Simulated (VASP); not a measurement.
# Pd (Fm-3m) in VASP: further runs

The runs below take Pd through single point, relaxation of cell and atoms, with PBEsol.

Everything below comes from runs of VASP 6.6.1. Logs are shortened: lines on timing, memory, paths and dates and some standing lists are left out, and cuts for length are marked.

## (1) The cell of the first run

Symmetry: Fm-3m, No. 225, cubic system. The conventional cell has a = 3.796 Å, b = 3.796 Å, c = 3.796 Å, α = 90.00°, β = 90.00°, γ = 90.00°. Pd (site symmetry m-3m) has 12 Pd at 2.68 Å within 3.5 Å.

## (2) Single point, PBEsol

File INCAR:

```
ALGO = Normal
EDIFF = 1E-6
ENCUT = 500
GGA = PS
GGA_COMPAT = False
ISIF = 2
ISMEAR = -1
LASPH = True
LCHARG = False
LREAL = False
LWAVE = False
NBANDS = 11
NELM = 120
PREC = Accurate
SIGMA = 0.05
```

File KPOINTS:

```
k-points
0
Gamma
  10 10 10
```

File POSCAR:

```
Pd
1.0
    0.0000000000      1.8978021316      1.8978021316
    1.8978021316      0.0000000000      1.8978021316
    1.8978021316      1.8978021316      0.0000000000
Pd
1
Direct
    0.0000000000      0.0000000000      0.0000000000
```

Potentials or basis: VASP PAW PBE potentials, release 64 (Pd).

Run with:

```sh
$ cat potpaw_PBE.64/Pd/POTCAR > POTCAR
$ mpirun -np 1 vasp_std > vasp.out
```

OUTCAR:

```text
EDIFF = 1E-6
   ENCUT = 500
   GGA = PS
   ISIF = 2
   ISMEAR = -1
   LASPH = True
   LREAL = False
   NELM = 120
   PREC = Accurate

 ion  position               nearest neighbor table
   1  0.000  0.000  0.000-

  LATTYP: Found a face centered cubic cell.
 ALAT       =     3.7956042632

  Lattice vectors:

 A1 = (   0.0000000000,   1.8978021316,   1.8978021316)
 A2 = (   1.8978021316,   0.0000000000,   1.8978021316)
 A3 = (   1.8978021316,   1.8978021316,   0.0000000000)

Analysis of symmetry for initial positions (statically):
=====================================================================
 Subroutine PRICEL returns:
 Original cell was already a primitive cell.

 Routine SETGRP: Setting up the symmetry group for a
 face centered cubic supercell.

 Subroutine GETGRP returns: Found 48 space group operations
 (whereof 48 operations were pure point group operations)
 out of a pool of 48 trial point group operations.

The static configuration has the point symmetry O_h .

Analysis of symmetry for dynamics (positions and initial velocities):
=====================================================================
 Subroutine PRICEL returns:
 Original cell was already a primitive cell.

 Routine SETGRP: Setting up the symmetry group for a
 face centered cubic supercell.

 Subroutine GETGRP returns: Found 48 space group operations
 (whereof 48 operations were pure point group operations)
 out of a pool of 48 trial point group operations.

The dynamic configuration has the point symmetry O_h .

 Subroutine INISYM returns: Found 48 space group operations
 (whereof 48 operations are pure point group operations),
 and found     1 'primitive' translations

----------------------------------------------------------------------------------------

                                     Primitive cell

  volume of cell :      13.6704

  direct lattice vectors                    reciprocal lattice vectors
     0.000000000  1.897802132  1.897802132    -0.263462661  0.263462661  0.263462661
     1.897802132  0.000000000  1.897802132     0.263462661 -0.263462661  0.263462661
     1.897802132  1.897802132  0.000000000     0.263462661  0.263462661 -0.263462661

  length of vectors
     2.683897513  2.683897513  2.683897513     0.456330715  0.456330715  0.456330715

  position of ions in fractional coordinates (direct lattice)
     0.000000000  0.000000000  0.000000000

  ion indices of the primitive-cell ions
   primitive index   ion index
                 1           1

----------------------------------------------------------------------------------------

 KPOINTS: k-points

Automatic generation of k-mesh.
 Grid dimensions read from file:
 generate k-points for:   10   10   10

 Generating k-lattice:

  Cartesian coordinates                     Fractional coordinates (reciprocal lattice)
    -0.026346266  0.026346266  0.026346266     0.100000000  0.000000000  0.000000000
     0.026346266 -0.026346266  0.026346266     0.000000000  0.100000000  0.000000000
     0.026346266  0.026346266 -0.026346266     0.000000000  0.000000000  0.100000000

  Length of vectors
     0.045633072  0.045633072  0.045633072

  Shift w.r.t. Gamma in fractional coordinates (k-lattice)
     0.000000000  0.000000000  0.000000000

 Subroutine IBZKPT returns following result:
 ===========================================

 Found     47 irreducible k-points:

 Following reciprocal coordinates:
            Coordinates               Weight
  0.000000  0.000000  0.000000      1.000000
  0.100000  0.000000  0.000000      8.000000
  0.200000  0.000000  0.000000      8.000000
  0.300000  0.000000  0.000000      8.000000
  0.400000  0.000000  0.000000      8.000000
  0.500000  0.000000  0.000000      4.000000
[... 16 lines left out ...]
  0.300000  0.300000  0.000000      6.000000
  0.400000  0.300000  0.000000     24.000000
 [... further k-points ...]
   k-points           NKPTS =     47   k-points in BZ     NKDIM =     47   number of bands    NBANDS=     11
   number of dos      NEDOS =    301   number of ions     NIONS =      1
   total plane-waves  NPLWV =   8000
   dimension x,y,z NGX =    20 NGY =   20 NGZ =   20
   dimension x,y,z NGXF=    40 NGYF=   40 NGZF=   40
   ions per type =               1
   NGX,Y,Z   is equivalent  to a cutoff of  12.39, 12.39, 12.39 a.u.
   NGXF,Y,Z  is equivalent  to a cutoff of  24.78, 24.78, 24.78 a.u.
 SYSTEM =  unknown system
   PREC   = accura    normal or accurate (medium, high low for compatibility)
   ISTART =      0    job   : 0-new  1-cont  2-samecut
   ICHARG =      2    charge: 1-file 2-atom 10-const
   ISPIN  =      1    spin polarized calculation?
   LNONCOLLINEAR =      F non collinear calculations
   LSORBIT =      F    spin-orbit coupling
   LASPH  =      T    aspherical Exc in radial PAW
   ENCUT  =  500.0 eV  36.75 Ry    6.06 a.u.   4.89  4.89  4.89*2*pi/ulx,y,z
   NELM   =    120;   NELMIN=  2; NELMDL= -5     # of ELM steps
   EDIFF  = 0.1E-05   stopping-criterion for ELM
   LREAL  =      F    real-space projection
   EDIFFG = 0.1E-04   stopping-criterion for IOM
   NSW    =      0    number of steps for IOM
   IBRION =     -1    ionic relax: 0-MD 1-quasi-New 2-CG
   NFREE  =      0    steps in history (QN), initial steepest desc. (CG)
   ISIF   =      2    stress and relaxation
   ISYM   =      2    0-nonsym 1-usesym 2-fastsym
   POTIM  = 0.5000    time-step for ionic-motion
   TEBEG  =    0.0;   TEEND  =   0.0 temperature during run
   PSTRESS=    0.0 pullay stress
   NELECT =      10.0000    total number of electrons
   NUPDOWN=      -1.0000    fix difference up-down
   EMIN   =  10.00;   EMAX   =-10.00  energy-range for DOS
   EFERMI =   0.00;   METHOD = LEGACY
   ISMEAR =    -1;   SIGMA  =   0.05  broadening in eV -4-tet -1-fermi 0-gaus
   EFERMI_NEDOS =   21; number of points for ismear=-14 and -15
   IALGO  =     38    algorithm
   IMIX   =      4    mixing-type and parameters
     AMIX     =   0.40;   BMIX     =  1.00
     AMIX_MAG =   1.60;   BMIX_MAG =  1.00
  volume/ion in A,a.u.               =      13.67        92.25
  Fermi-wavevector in a.u.,A,eV,Ry     =   1.475074  2.787486 29.604158  2.175844
  Thomas-Fermi vector in A             =   2.589768
   LORBIT       =      0    0 simple, 1 ext, 2 COOP (PROOUT), +10 PAW based schemes
   GGA     = PS    functional components
   LHFCALC =     F    Hartree Fock is set to
   AEXX    =    0.0000 exact exchange contribution
   IVDW    =     0    specifies the selected vdW correction
   LEPSILON=     F    determine dielectric tensor
   LRPA    =     F    only Hartree local field effects (RPA)
 non-spin polarized calculation
  energy-cutoff  :      500.00
  volume of cell :       13.67
 maximum number of plane-waves:       360
   NGX =  9   NGY =  9   NGZ =  9

 number of electron      10.0000001 magnetization

 Free energy of the ion-electron system (eV)
  ---------------------------------------------------
  ext. energy  EPLUGINS =         0.00000000
  ---------------------------------------------------
  free energy    TOTEN  =        -5.94435176 eV

  energy without entropy =       -5.93154930  energy(sigma->0) =       -5.93795053

 E-fermi :  11.0048     XC(G=0): -13.8558

 val. band max:       10.9879236223   @ k =   0.5000   0.1000   0.0000
 cond. band min:      11.0386199333   @ k =   0.5000   0.2000   0.0000
 fundamental gap:      0.0506963110
 Fermi energy:        11.0048289729

 k-point     1 :       0.0000    0.0000    0.0000
  band No.  band energies     occupation
      1       3.1133      2.00000
      2       7.7535      2.00000
      3       7.7535      2.00000
      4       7.7535      2.00000
      5       9.6002      2.00000
      6       9.6002      2.00000
      7      28.0951      0.00000
      8      33.3042      0.00000
      9      33.3042      0.00000
     10      33.3042      0.00000
     11      36.8131      0.00000

 k-point     2 :       0.1000    0.0000    0.0000
  band No.  band energies     occupation
      1       3.4952      2.00000
      2       7.6152      2.00000
      3       7.8865      2.00000
      4       7.8865      2.00000
      5       9.5385      2.00000
      6       9.5385      2.00000
      7      28.5315      0.00000
      8      31.3107      0.00000
      9      33.7939      0.00000
     10      33.7939      0.00000
     11      36.8538      0.00000

 k-point     3 :       0.2000    0.0000    0.0000
  band No.  band energies     occupation
      1       4.4465      2.00000
      2       7.4746      2.00000
      3       8.0899      2.00000
      4       8.0899      2.00000
      5       9.5700      2.00000
      6       9.5700      2.00000
      7      27.7739      0.00000
      8      29.4765      0.00000
      9      35.0197      0.00000
     10      35.0197      0.00000
     11      36.8625      0.00000

 k-point     4 :       0.3000    0.0000    0.0000
  band No.  band energies     occupation
      1       5.1049      2.00000
      2       8.0008      2.00000
      3       8.0008      2.00000
      4       8.3032      2.00000
      5      10.0549      2.00000
      6      10.0549      2.00000
      7      24.2431      0.00000
      8      28.8939      0.00000
      9      35.2662      0.00000
     10      35.2662      0.00000
     11      37.2083      0.00000
[... 239 lines left out ...]
 k-point    22 :      -0.2000    0.2000    0.0000
  band No.  band energies     occupation
      1       6.0674      2.00000
      2       6.9388      2.00000
      3       7.8340      2.00000
      4       8.7958      2.00000
      5       8.9698      2.00000
      6      11.6721      0.00000
      7      25.8484      0.00000
      8      26.9523      0.00000
      9      31.9695      0.00000
     10      34.5151      0.00000
     11      36.3756      0.00000

 k-point    23 :       0.3000    0.3000    0.0000
  band No.  band energies     occupation
      1       5.5315      2.00000
      2       5.9604      2.00000
      3       9.6193      2.00000
      4       9.7575      2.00000
      5       9.7575      2.00000
      6      10.4498      1.99997
      7      28.2074      0.00000
      8      28.2074      0.00000
      9      28.6120      0.00000
     10      32.0647      0.00000
     11      34.1746      0.00000

 k-point    24 :       0.4000    0.3000    0.0000
  band No.  band energies     occupation
      1       5.5025      2.00000
      2       5.8013      2.00000
      3       9.3070      2.00000
      4       9.8969      2.00000
      5      10.8941      1.80304
      6      12.0163      0.00000
      7      25.1759      0.00000
      8      26.9332      0.00000
      9      27.1289      0.00000
     10      32.6821      0.00000
     11      35.0933      0.00000

 [... further k-points ...]

------------------------ aborting loop because EDIFF is reached ----------------------------------------

  FORCE on cell =-STRESS in cart. coord.  units (eV):
  Direction    XX          YY          ZZ          XY          YZ          ZX
  --------------------------------------------------------------------------------------
  -------------------------------------------------------------------------------------
  Total        1.2513901      1.2513901      1.2513901      0.0000000      0.0000000      0.0000000
  in kB      146.6629801    146.6629801    146.6629801      0.0000000      0.0000000      0.0000000
  external PRESSURE =     146.6629801 kB  Pullay stress =       0.0000000 kB

 VOLUME and BASIS-vectors are now :
 -----------------------------------------------------------------------------
  energy-cutoff  :      500.00
  volume of cell :       13.67
      direct lattice vectors                 reciprocal lattice vectors
     0.000000000  1.897802132  1.897802132    -0.263462661  0.263462661  0.263462661
     1.897802132  0.000000000  1.897802132     0.263462661 -0.263462661  0.263462661
     1.897802132  1.897802132  0.000000000     0.263462661  0.263462661 -0.263462661

 POSITION                                       TOTAL-FORCE (eV/Angst)
 -----------------------------------------------------------------------------------
      0.00000      0.00000      0.00000         0.000000      0.000000      0.000000
 -----------------------------------------------------------------------------------
    total drift:                                0.000000     -0.000000     -0.000000

  FREE ENERGIE OF THE ION-ELECTRON SYSTEM (eV)
  ---------------------------------------------------
  free  energy   TOTEN  =        -5.9443517559 eV

  energy  without entropy=       -5.9315493036  energy(sigma->0) =       -5.93795053
```

Run time: 14 s. Hardware: 1 thread of Intel Xeon 8259CL, shared host; peak memory 0.12 GiB.

Results:

```yaml
Free_energy: -5.9444 eV
Pressure: 14.7 GPa
Band_gap_on_the_k_mesh: zero (bands 5 and 6 overlap by 1.79 eV)
```

Caveat: the cell stands under pressure; the PAW data sets were made with another functional, which shifts forces and pressure a little.

[end of part 1 of 2]

The gap in the log of VASP goes by the Fermi energy; the results here count the filled bands.